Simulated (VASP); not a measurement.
# Ru (P2_1/m) in VASP: a series of runs, part 2 of 2

VASP 6.6.1. The steps go on from the part before.

## 3. Single point, PBE

This run uses another cell than the first one, of 13.36 Å³/atom, 1.017 times its volume.

Contents of INCAR:

```
ALGO = Fast
EDIFF = 1E-7
ENCUT = 520
GGA = PE
ISIF = 2
ISMEAR = 0
LASPH = True
LCHARG = False
LREAL = False
LWAVE = False
NBANDS = 21
NELM = 80
PREC = Accurate
SIGMA = 0.1
```

Contents of KPOINTS:

```
k-points
0
Gamma
  8 5 36
```

Contents of POSCAR:

```
Ru
1.0
    4.1973182999      0.0000000000      0.0000000000
    0.0000000000      6.8307328223      0.0000000000
    0.0000000000     -2.4395474365      0.9316273163
Ru
2
Direct
    0.2500000000      0.3333333333      0.3333333333
    0.7500000000      0.6666666667      0.6666666667
```

Potentials or basis: VASP PAW PBE potentials, release 64 (Ru_pv).

Command:

```sh
cat potpaw_PBE.64/Ru_pv/POTCAR > POTCAR
mpirun -np 1 vasp_std > vasp.out
```

OUTCAR:

```text
EDIFF = 1E-7
   ENCUT = 520
   GGA = PE
   ISIF = 2
   ISMEAR = 0
   LASPH = True
   LREAL = False
   NELM = 80
   PREC = Accurate

 ion  position               nearest neighbor table
   1  0.250  0.333  0.333-   2 2.58   2 2.58   2 2.63   2 2.63
   2  0.750  0.667  0.667-   1 2.58   1 2.58   1 2.63   1 2.63

  LATTYP: Found a simple monoclinic cell.
 ALAT       =     2.6113829959
 B/A-ratio  =     1.6073162406
 C/A-ratio  =     1.0332686853
 COS(beta)  =    -0.4293460741

  Lattice vectors:

 A1 = (   0.0000000000,  -2.4395474365,   0.9316273163)
 A2 = (   4.1973182999,   0.0000000000,   0.0000000000)
 A3 = (   0.0000000000,   1.9516379493,   1.8632546326)

Analysis of symmetry for initial positions (statically):
=====================================================================
 Subroutine PRICEL returns:
 Original cell was already a primitive cell.

 Routine SETGRP: Setting up the symmetry group for a
 simple monoclinic supercell.

 Subroutine GETGRP returns: Found  4 space group operations
 (whereof  2 operations were pure point group operations)
 out of a pool of  4 trial point group operations.

The static configuration has the point symmetry S_2 .
 The point group associated with its full space group is C_2h.

Analysis of symmetry for dynamics (positions and initial velocities):
=====================================================================
 Subroutine PRICEL returns:
 Original cell was already a primitive cell.

 Routine SETGRP: Setting up the symmetry group for a
 simple monoclinic supercell.

 Subroutine GETGRP returns: Found  4 space group operations
 (whereof  2 operations were pure point group operations)
 out of a pool of  4 trial point group operations.

The dynamic configuration has the point symmetry S_2 .
 The point group associated with its full space group is C_2h.

 Subroutine INISYM returns: Found  4 space group operations
 (whereof  2 operations are pure point group operations),
 and found     1 'primitive' translations

----------------------------------------------------------------------------------------

                                     Primitive cell

  volume of cell :      26.7105

  direct lattice vectors                    reciprocal lattice vectors
     4.197318300  0.000000000  0.000000000     0.238247359  0.000000000  0.000000000
     0.000000000  6.830732822  0.000000000     0.000000000  0.146397177  0.383353784
     0.000000000 -2.439547436  0.931627316     0.000000000  0.000000000  1.073390596

  length of vectors
     4.197318300  6.830732822  2.611382996     0.238247359  0.410356256  1.073390596

  position of ions in fractional coordinates (direct lattice)
     0.250000000  0.333333333  0.333333333
     0.750000000  0.666666667  0.666666667

  ion indices of the primitive-cell ions
   primitive index   ion index
                 1           1
                 2           2

----------------------------------------------------------------------------------------

 KPOINTS: k-points

Automatic generation of k-mesh.
 Grid dimensions read from file:
 generate k-points for:    8    5   36

 Generating k-lattice:

  Cartesian coordinates                     Fractional coordinates (reciprocal lattice)
     0.029780920  0.000000000  0.000000000     0.125000000  0.000000000  0.000000000
     0.000000000  0.029279435  0.076670757     0.000000000  0.200000000 -0.000000000
     0.000000000  0.000000000  0.029816405     0.000000000  0.000000000  0.027777778

  Length of vectors
     0.029780920  0.082071251  0.029816405

  Shift w.r.t. Gamma in fractional coordinates (k-lattice)
     0.000000000  0.000000000  0.000000000

 Subroutine IBZKPT returns following result:
 ===========================================

 Found    455 irreducible k-points:

 Following reciprocal coordinates:
            Coordinates               Weight
  0.000000  0.000000  0.000000      1.000000
  0.125000  0.000000  0.000000      2.000000
  0.250000  0.000000  0.000000      2.000000
  0.375000  0.000000  0.000000      2.000000
  0.500000  0.000000  0.000000      1.000000
  0.000000  0.200000  0.000000      2.000000
[... 16 lines left out ...]
  0.250000  0.200000  0.027778      4.000000
  0.375000  0.200000  0.027778      4.000000
 [... further k-points ...]
   k-points           NKPTS =    455   k-points in BZ     NKDIM =    455   number of bands    NBANDS=     21
   number of dos      NEDOS =    301   number of ions     NIONS =      2
   total plane-waves  NPLWV =  34560
   dimension x,y,z NGX =    32 NGY =   54 NGZ =   20
   dimension x,y,z NGXF=    64 NGYF=  108 NGZF=   40
   ions per type =               2
   NGX,Y,Z   is equivalent  to a cutoff of  12.67, 13.14, 12.73 a.u.
   NGXF,Y,Z  is equivalent  to a cutoff of  25.35, 26.28, 25.46 a.u.
 SYSTEM =  unknown system
   PREC   = accura    normal or accurate (medium, high low for compatibility)
   ISTART =      0    job   : 0-new  1-cont  2-samecut
   ICHARG =      2    charge: 1-file 2-atom 10-const
   ISPIN  =      1    spin polarized calculation?
   LNONCOLLINEAR =      F non collinear calculations
   LSORBIT =      F    spin-orbit coupling
   LASPH  =      T    aspherical Exc in radial PAW
   ENCUT  =  520.0 eV  38.22 Ry    6.18 a.u.   7.80 12.70  4.86*2*pi/ulx,y,z
   NELM   =     80;   NELMIN=  2; NELMDL= -5     # of ELM steps
   EDIFF  = 0.1E-06   stopping-criterion for ELM
   LREAL  =      F    real-space projection
   EDIFFG = 0.1E-05   stopping-criterion for IOM
   NSW    =      0    number of steps for IOM
   IBRION =     -1    ionic relax: 0-MD 1-quasi-New 2-CG
   NFREE  =      0    steps in history (QN), initial steepest desc. (CG)
   ISIF   =      2    stress and relaxation
   ISYM   =      2    0-nonsym 1-usesym 2-fastsym
   POTIM  = 0.5000    time-step for ionic-motion
   TEBEG  =    0.0;   TEEND  =   0.0 temperature during run
   PSTRESS=    0.0 pullay stress
   NELECT =      28.0000    total number of electrons
   NUPDOWN=      -1.0000    fix difference up-down
   EMIN   =  10.00;   EMAX   =-10.00  energy-range for DOS
   EFERMI =   0.00;   METHOD = LEGACY
   ISMEAR =     0;   SIGMA  =   0.10  broadening in eV -4-tet -1-fermi 0-gaus
   EFERMI_NEDOS =   21; number of points for ismear=-14 and -15
   IALGO  =     68    algorithm
   IMIX   =      4    mixing-type and parameters
     AMIX     =   0.40;   BMIX     =  1.00
     AMIX_MAG =   1.60;   BMIX_MAG =  1.00
  volume/ion in A,a.u.               =      13.36        90.13
  Fermi-wavevector in a.u.,A,eV,Ry     =   1.663031  3.142673 37.629258  2.765672
  Thomas-Fermi vector in A             =   2.749819
   LORBIT       =      0    0 simple, 1 ext, 2 COOP (PROOUT), +10 PAW based schemes
   GGA     = PE    functional components
   LHFCALC =     F    Hartree Fock is set to
   AEXX    =    0.0000 exact exchange contribution
   IVDW    =     0    specifies the selected vdW correction
   LEPSILON=     F    determine dielectric tensor
   LRPA    =     F    only Hartree local field effects (RPA)
 non-spin polarized calculation
 RMM-DIIS sequential band-by-band and
 Gauss-broadening in eV      SIGMA  =   0.10
  energy-cutoff  :      520.00
  volume of cell :       26.71
 maximum number of plane-waves:       742
 NGX is ok and might be reduce to    32
   NGX = 15   NGY = 25   NGZ =  9

 number of electron      27.9999994 magnetization

 Free energy of the ion-electron system (eV)
  ---------------------------------------------------
  ext. energy  EPLUGINS =         0.00000000
  ---------------------------------------------------
  free energy    TOTEN  =       -18.27727667 eV

  energy without entropy =      -18.26963090  energy(sigma->0) =      -18.27345379

 E-fermi :  13.1851     XC(G=0): -14.2154

 val. band max:       13.1837911197   @ k =   0.5000  -0.2000   0.3889
 cond. band min:      13.1943981833   @ k =   0.2500   0.4000   0.2778
 fundamental gap:      0.0106070637
 Fermi energy:        13.1851279339

 k-point     1 :       0.0000    0.0000    0.0000
  band No.  band energies     occupation
      1     -30.6000      2.00000
      2     -29.6501      2.00000
      3     -29.5508      2.00000
      4     -29.4552      2.00000
      5     -29.3470      2.00000
      6     -29.3347      2.00000
[... 13 lines left out ...]
     20      23.5636      0.00000
     21      23.9791      0.00000
[... 529 lines left out ...]
 k-point    24 :       0.3750    0.2000    0.0278
  band No.  band energies     occupation
      1     -30.2961      2.00000
      2     -30.0806      2.00000
      3     -29.7575      2.00000
      4     -29.5823      2.00000
      5     -29.5404      2.00000
      6     -29.4665      2.00000
[... 13 lines left out ...]
     20      23.5634      0.00000
     21      26.6468      0.00000

 [... further k-points ...]
[... 5 lines left out ...]
  --------------------------------------------------------------------------------------
  -------------------------------------------------------------------------------------
  Total        2.8137184      5.0119439     -1.4232340      0.0000000     -0.2686731      0.0000000
  in kB      168.7756519    300.6321110    -85.3700406      0.0000000    -16.1158576      0.0000000
  external PRESSURE =     128.0125741 kB  Pullay stress =       0.0000000 kB

 VOLUME and BASIS-vectors are now :
 -----------------------------------------------------------------------------
  energy-cutoff  :      520.00
  volume of cell :       26.71
      direct lattice vectors                 reciprocal lattice vectors
     4.197318300  0.000000000  0.000000000     0.238247359  0.000000000  0.000000000
     0.000000000  6.830732822  0.000000000     0.000000000  0.146397177  0.383353784
     0.000000000 -2.439547436  0.931627316     0.000000000  0.000000000  1.073390596

 POSITION                                       TOTAL-FORCE (eV/Angst)
 -----------------------------------------------------------------------------------
      1.04933      1.46373      0.31054         0.000000     -0.306490     -0.165264
      3.14799      2.92746      0.62108         0.000000      0.306490      0.165264
 -----------------------------------------------------------------------------------
    total drift:                               -0.000000      0.000000      0.000000

  FREE ENERGIE OF THE ION-ELECTRON SYSTEM (eV)
  ---------------------------------------------------
  free  energy   TOTEN  =       -18.2772766720 eV

  energy  without entropy=      -18.2696309026  energy(sigma->0) =      -18.27345379
```

OSZICAR:

```text
N       E                     dE             d eps       ncg     rms          rms(c)
DAV:   1     0.288872061771E+03    0.28887E+03   -0.17580E+04 19126   0.149E+03
DAV:   2    -0.136081597938E+02   -0.30248E+03   -0.29311E+03 19605   0.446E+02
DAV:   3    -0.195265918892E+02   -0.59184E+01   -0.58846E+01 22450   0.700E+01
DAV:   4    -0.195704004686E+02   -0.43809E-01   -0.43743E-01 24044   0.578E+00
DAV:   5    -0.195709793891E+02   -0.57892E-03   -0.57458E-03 21798   0.587E-01    0.187E+01
RMM:   6    -0.183701398591E+02    0.12008E+01   -0.25538E+00 19489   0.134E+01    0.541E+00
RMM:   7    -0.182843646078E+02    0.85775E-01   -0.36317E-01 20937   0.460E+00    0.114E+00
RMM:   8    -0.182773577724E+02    0.70068E-02   -0.23227E-02 21688   0.142E+00    0.390E-01
RMM:   9    -0.182772607535E+02    0.97019E-04   -0.24139E-03 21842   0.432E-01    0.698E-02
RMM:  10    -0.182772801735E+02   -0.19420E-04   -0.32588E-04 22371   0.159E-01    0.243E-02
RMM:  11    -0.182772783305E+02    0.18430E-05   -0.60976E-05 23383   0.580E-02    0.546E-03
RMM:  12    -0.182772764908E+02    0.18397E-05   -0.12330E-05 24142   0.252E-02    0.229E-03
RMM:  13    -0.182772767491E+02   -0.25831E-06   -0.15316E-06 23588   0.919E-03    0.864E-04
RMM:  14    -0.182772765842E+02    0.16486E-06   -0.24866E-07 17058   0.441E-03    0.466E-04
RMM:  15    -0.182772766720E+02   -0.87795E-07   -0.63245E-08 14832   0.226E-03
   1 F= -.18277277E+02 E0= -.18273454E+02  d E =-.764577E-02
```

Run time: 3.1 min. Hardware: 1 thread of Intel Xeon 6975P-C (Granite Rapids), shared host; peak memory 0.35 GiB.

What came out:

| Property | Result |
| --- | --- |
| Free energy | -18.2773 eV |
| Pressure | 12.8 GPa |
| Largest force | 0.348 eV/Å |
| Band gap on the k mesh | zero (band 14 reaches 14.70 eV, above the bottom of band 15 at 11.76 eV) |

Forces on the atoms (eV/Å):
```
Ru   0.000 -0.306 -0.165
Ru   0.000  0.306  0.165
```

Levels at points of the mesh, in eV from the Fermi level:
| k point | band 12 | band 13 | band 14 | band 15 | band 16 | band 17 |
| --- | --- | --- | --- | --- | --- | --- |
| (0.00, 0.00, 0.00) | -1.81 | -1.80 | -1.43 | -1.16 | 0.95 | 1.39 |
| (0.50, 0.00, 0.00) | -2.72 | -2.17 | -2.17 | 0.32 | 0.32 | 0.83 |
| (0.00, 0.00, 0.50) | -1.92 | -1.55 | 1.04 | 1.51 | 2.01 | 4.15 |
| (0.50, 0.00, 0.50) | -1.11 | 0.32 | 0.32 | 1.43 | 1.43 | 3.43 |

Caveat: the k points lie up to 0.52 Å⁻¹ apart.
